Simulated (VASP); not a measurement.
**La: electric field gradients with LDA**

Crystal: La.

```
La
1.0
     3.79935    0.00000    0.00000
    -1.89967    3.29033    0.00000
     0.00000    0.00000    6.14988
La
2
Direct
  0.33333 0.66667 0.25000
  0.66667 0.33333 0.75000
```

```
Program                : VASP 6.6.1
Task                   : electric field gradients
Functional             : LDA
Potentials or basis    : VASP PAW LDA potentials, release 64 (La)
Cutoff                 : 520 eV
k mesh                 : 11 × 11 × 6
Occupations            : fermi-dirac, width 0.05 eV
Spin                   : no spin polarisation
Dipole correction      : no
Further INCAR settings : ALGO = Normal; EDIFF = 1e-08; NBANDS = 18
```

The pressure is -3.8 GPa and the band gap on the k mesh is zero (bands 11 and 12 overlap by 1.31 eV). The largest electric field gradient by atom is La +9.3 V/Å².

Stress tensor (GPa, compression positive):
```
-3.77  0.00  0.00
 0.00 -3.77  0.00
 0.00  0.00 -4.00
```

Levels at points of the mesh, in eV from the Fermi level:
```csv
k point,band 9,band 10,band 11,band 12,band 13,band 14
"(0.00, 0.00, 0.00)",-3.21,-1.72,0.98,1.27,1.27,1.32
"(0.00, 0.00, 0.50)",-1.91,-1.91,0.55,0.55,1.33,1.33
```

Electric field gradients, principal values (V/Å²):
| atom | least | middle | greatest (by size) |
| --- | --- | --- | --- |
| 1 La | -4.656 | -4.657 | 9.313 |
| 2 La | -4.656 | -4.657 | 9.313 |

Wall time 53 s on 1 thread of Intel(R) Xeon(R) Platinum 8488C (Sapphire Rapids), with other jobs on the host, peak memory 0.22 GiB.

Caveat: the cell stands under tension; without QUAD_EFG the Cq values of the log hold for a quadrupole moment of 1 mb, not for the nuclei; spin-orbit coupling is left out, which moves the levels of the heavy elements.
